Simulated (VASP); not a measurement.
# MnO (Fm-3m) in VASP: single point with LDA+U

Aim: the single point of MnO with LDA+U.

All numbers are computed with VASP 6.6.1; they aren't measurements. Logs are shortened: lines on timing, memory, paths and dates and some standing lists are left out, and cuts for length are marked.

**1. The cell of the first run**

It takes space group Fm-3m (No. 225, cubic). The conventional cell has a = 4.444 Å, b = 4.444 Å, c = 4.444 Å, α = 90.00°, β = 90.00°, γ = 90.00°. Mn (site symmetry m-3m) has 6 O at 2.22 Å within 2.9 Å. O (site symmetry m-3m) has 6 Mn at 2.22 Å within 2.9 Å.

**2. Single point, LDA+U, collinear spin, ferromagnetic start**

Contents of INCAR:

```
SYSTEM = MnO
ALGO     = Normal         ! electronic algorithm
EDIFF    = 1E-6           ! SCF threshold, eV
ENCUT    = 700            ! plane-wave cutoff, eV
GGA      = CA             ! functional
GGA_COMPAT= .False.      
ISIF     = 2              ! what is computed and relaxed
ISMEAR   = 0              ! smearing method
ISPIN    = 2              ! spin polarisation
LASPH    = .True.         ! aspherical terms in the spheres
LCHARG   = .True.         ! write CHGCAR
LDAU     = .True.         ! DFT+U
LDAUJ    = 0.7 0        
LDAUL    = 2 -1           ! shell
LDAUPRINT= 1            
LDAUTYPE = 1            
LDAUU    = 4 0            ! U, eV
LELF     = .True.         ! ELF
LMAXMIX  = 4              ! l up to which the mixer works
LORBIT   = 11             ! projections on sites
LREAL    = .False.        ! projectors in reciprocal space
LVHAR    = .True.       
LWAVE    = .False.        ! write WAVECAR
MAGMOM   = 4.66 0.24      ! initial moments
NBANDS   = 22             ! bands
NELM     = 200            ! most SCF steps
PREC     = Accurate       ! precision mode
SIGMA    = 0.05           ! smearing width, eV
```

Contents of KPOINTS:

```
k-points
0
Gamma
  7 7 7
  0 0 0
```

Contents of POSCAR:

```
MnO
1.0
    0.0000000000      2.2220003300      2.2220003300
    2.2220003300      0.0000000000      2.2220003300
    2.2220003300      2.2220003300      0.0000000000
Mn O
1 1
Direct
    0.0000000000      0.0000000000      0.0000000000
    0.5000000000      0.5000000000      0.5000000000
```

Potentials or basis: VASP PAW LDA potentials, release 64 (Mn_sv, O).

Launch:

```bash
> cat potpaw_LDA.64/Mn_sv/POTCAR potpaw_LDA.64/O/POTCAR > POTCAR
> mpirun -np 1 vasp_std > vasp.out
```

OUTCAR:

```text
SYSTEM = MnO
   EDIFF = 1E-6
   ENCUT = 700
   GGA = CA
   ISIF = 2
   ISMEAR = 0
   ISPIN = 2
   LASPH = .True.
   LORBIT = 11
   LREAL = .False.
   NELM = 200
   PREC = Accurate

 ion  position               nearest neighbor table
   1  0.000  0.000  0.000-   2 2.22   2 2.22   2 2.22   2 2.22   2 2.22   2 2.22
   2  0.500  0.500  0.500-   1 2.22   1 2.22   1 2.22   1 2.22   1 2.22   1 2.22

  LATTYP: Found a face centered cubic cell.
 ALAT       =     4.4440006600

  Lattice vectors:

 A1 = (   0.0000000000,   2.2220003300,   2.2220003300)
 A2 = (   2.2220003300,   0.0000000000,   2.2220003300)
 A3 = (   2.2220003300,   2.2220003300,   0.0000000000)

Analysis of symmetry for initial positions (statically):
=====================================================================
 Subroutine PRICEL returns:
 Original cell was already a primitive cell.

 Routine SETGRP: Setting up the symmetry group for a
 face centered cubic supercell.

 Subroutine GETGRP returns: Found 48 space group operations
 (whereof 48 operations were pure point group operations)
 out of a pool of 48 trial point group operations.

The static configuration has the point symmetry O_h .

Analysis of symmetry for dynamics (positions and initial velocities):
=====================================================================
 Subroutine PRICEL returns:
 Original cell was already a primitive cell.

 Routine SETGRP: Setting up the symmetry group for a
 face centered cubic supercell.

 Subroutine GETGRP returns: Found 48 space group operations
 (whereof 48 operations were pure point group operations)
 out of a pool of 48 trial point group operations.

The dynamic configuration has the point symmetry O_h .

Analysis of structural, dynamic, and magnetic symmetry:
=====================================================================
 Subroutine PRICEL returns:
 Original cell was already a primitive cell.

 Routine SETGRP: Setting up the symmetry group for a
 face centered cubic supercell.

 Subroutine GETGRP returns: Found 48 space group operations
 (whereof 48 operations were pure point group operations)
 out of a pool of 48 trial point group operations.

The overall configuration has the point symmetry O_h .

 Subroutine INISYM returns: Found 48 space group operations
[... 161 lines left out ...]
  o =  0.9033  v =  1.0000  0.0000  0.0000  0.0000  0.0000  0.0000  0.0000  0.0000  0.0000  0.0000      0.0000  0.0000  0.0000  0.0000  0.0000  0.0000  0.0000  0.0000  0.0000  0.0000
  o =  0.9033  v =  0.0000  0.8619 -0.0000 -0.5071  0.0000  0.0000  0.0000  0.0000  0.0000  0.0000      0.0000  0.0000  0.0000  0.0000  0.0000  0.0000  0.0000  0.0000  0.0000  0.0000
  o =  0.9033  v =  0.0000  0.5071 -0.0000  0.8619  0.0000  0.0000  0.0000  0.0000  0.0000  0.0000      0.0000  0.0000  0.0000  0.0000  0.0000  0.0000  0.0000  0.0000  0.0000  0.0000
  o =  0.9382  v =  0.0000 -0.0000  0.0067 -0.0000  1.0000  0.0000  0.0000  0.0000  0.0000  0.0000      0.0000  0.0000  0.0000  0.0000  0.0000  0.0000  0.0000  0.0000  0.0000  0.0000
  o =  0.9382  v =  0.0000 -0.0000 -1.0000 -0.0000  0.0067  0.0000  0.0000  0.0000  0.0000  0.0000      0.0000  0.0000  0.0000  0.0000  0.0000  0.0000  0.0000  0.0000  0.0000  0.0000

 number of electron      21.0000009 magnetization       5.0000094

 Free energy of the ion-electron system (eV)
  ---------------------------------------------------
  ext. energy  EPLUGINS =         0.00000000
  ---------------------------------------------------
  free energy    TOTEN  =       -16.51129489 eV

  energy without entropy =      -16.51118690  energy(sigma->0) =      -16.51124089

 E-fermi :   8.5025     XC(G=0): -12.4076

 val. band max:        8.4273290187   @ k =   0.4286   0.0000   0.0000
 cond. band min:       8.5230986791   @ k =   0.0000   0.0000   0.0000
 fundamental gap:      0.0957696604
 Fermi energy:         8.5025277435

 spin component 1

 k-point     1 :       0.0000    0.0000    0.0000
  band No.  band energies     occupation
      1     -71.6602      1.00000
      2     -40.8741      1.00000
      3     -40.8741      1.00000
      4     -40.8741      1.00000
      5     -10.9290      1.00000
      6       4.6663      1.00000
[... 489 lines left out ...]
     21      35.2008      0.00000
     22      35.2666      0.00000
 Fermi energy:         8.5025277435

 spin component 2

 k-point     1 :       0.0000    0.0000    0.0000
  band No.  band energies     occupation
      1     -67.0229      1.00000
      2     -36.3552      1.00000
      3     -36.3552      1.00000
      4     -36.3552      1.00000
      5     -10.4443      1.00000
      6       5.7700      1.00000
[... 489 lines left out ...]
     21      36.2360      0.00000
     22      37.2518      0.00000

------------------------ aborting loop because EDIFF is reached ----------------------------------------

  FORCE on cell =-STRESS in cart. coord.  units (eV):
  Direction    XX          YY          ZZ          XY          YZ          ZX
  --------------------------------------------------------------------------------------
  -------------------------------------------------------------------------------------
  Total       -0.8955998     -0.8955998     -0.8955998      0.0000000      0.0000000      0.0000000
  in kB      -65.3976598    -65.3976598    -65.3976598      0.0000000      0.0000000      0.0000000
  external PRESSURE =     -65.3976598 kB  Pullay stress =       0.0000000 kB

 VOLUME and BASIS-vectors are now :
 -----------------------------------------------------------------------------
  energy-cutoff  :      700.00
  volume of cell :       21.94
      direct lattice vectors                 reciprocal lattice vectors
     0.000000000  2.222000330  2.222000330    -0.225022469  0.225022469  0.225022469
     2.222000330  0.000000000  2.222000330     0.225022469 -0.225022469  0.225022469
     2.222000330  2.222000330  0.000000000     0.225022469  0.225022469 -0.225022469

 POSITION                                       TOTAL-FORCE (eV/Angst)
 -----------------------------------------------------------------------------------
      0.00000      0.00000      0.00000        -0.000000      0.000000     -0.000000
      2.22200      2.22200      2.22200         0.000000     -0.000000      0.000000
 -----------------------------------------------------------------------------------
    total drift:                                0.000000      0.000000      0.000000

  FREE ENERGIE OF THE ION-ELECTRON SYSTEM (eV)
  ---------------------------------------------------
  free  energy   TOTEN  =       -16.5112948885 eV

  energy  without entropy=      -16.5111868997  energy(sigma->0) =      -16.51124089

 total charge

# of ion       s       p       d       tot
------------------------------------------
    1        2.120   6.014   4.735  12.869
    2        1.540   3.427   0.000   4.967
--------------------------------------------------
tot          3.660   9.441   4.735  17.836

 magnetization (x)

# of ion       s       p       d       tot
------------------------------------------
    1        0.020   0.013   4.397   4.430
    2        0.025   0.172   0.000   0.198
--------------------------------------------------
tot          0.045   0.185   4.397   4.628
```

OSZICAR:

```text
N       E                     dE             d eps       ncg     rms          rms(c)
DAV:   1     0.299279443111E+03    0.29928E+03   -0.12856E+04  1936   0.148E+03
DAV:   2     0.162573836311E+00   -0.29912E+03   -0.28037E+03  1802   0.452E+02
DAV:   3    -0.164920205167E+02   -0.16655E+02   -0.16354E+02  2448   0.127E+02
DAV:   4    -0.174436491279E+02   -0.95163E+00   -0.94614E+00  2770   0.247E+01
DAV:   5    -0.174519843183E+02   -0.83352E-02   -0.83346E-02  2256   0.241E+00    0.137E+01
DAV:   6    -0.163252099844E+02    0.11268E+01   -0.88342E+00  2780   0.382E+01    0.153E+01
DAV:   7    -0.165330084002E+02   -0.20780E+00   -0.80892E-01  2616   0.157E+01    0.849E+00
DAV:   8    -0.165206757205E+02    0.12333E-01   -0.10612E-01  2304   0.397E+00    0.375E+00
DAV:   9    -0.165092621096E+02    0.11414E-01   -0.16202E-02  2632   0.176E+00    0.646E-01
DAV:  10    -0.165105059562E+02   -0.12438E-02   -0.21410E-03  2526   0.533E-01    0.271E-01
DAV:  11    -0.165112637577E+02   -0.75780E-03   -0.22182E-04  2606   0.171E-01    0.646E-02
DAV:  12    -0.165112881702E+02   -0.24412E-04   -0.17952E-05  2744   0.619E-02    0.307E-02
DAV:  13    -0.165112920897E+02   -0.39194E-05   -0.41624E-06  2534   0.321E-02    0.115E-02
DAV:  14    -0.165112948781E+02   -0.27885E-05   -0.57079E-07  1420   0.972E-03    0.260E-03
DAV:  15    -0.165112948885E+02   -0.10356E-07   -0.76561E-08  1162   0.322E-03
   1 F= -.16511295E+02 E0= -.16511241E+02  d E =-.107989E-03  mag=     5.0000
```

It took 36 s on 1 thread of Intel Xeon Platinum 8488C (Sapphire Rapids), shared host; peak memory 0.15 GiB.

Results:

- Free energy: -16.5113 eV
- Pressure: -6.5 GPa
- Band gap on the k mesh: 0.10 eV (least direct gap 2.61 eV)
- Net moment: 5.00 μB per cell
- Site moments: Mn +4.43; O +0.20 μB
- Valence electrons inside the program's atomic spheres: Mn 12.87; O 4.97

Eigenvalues of the final occupation matrices:
```csv
site,spin,trace,eigenvalues
site 1 d,1,4.59,0.90 0.90 0.90 0.94 0.94
site 1 d,2,0.17,0.02 0.02 0.02 0.06 0.06
```

Caveat: the cell stands under tension; an odd mesh through Γ misses points on the zone boundary, where band edges can lie; a cell with one magnetic atom can't hold antiferromagnetic order, which such compounds often take.
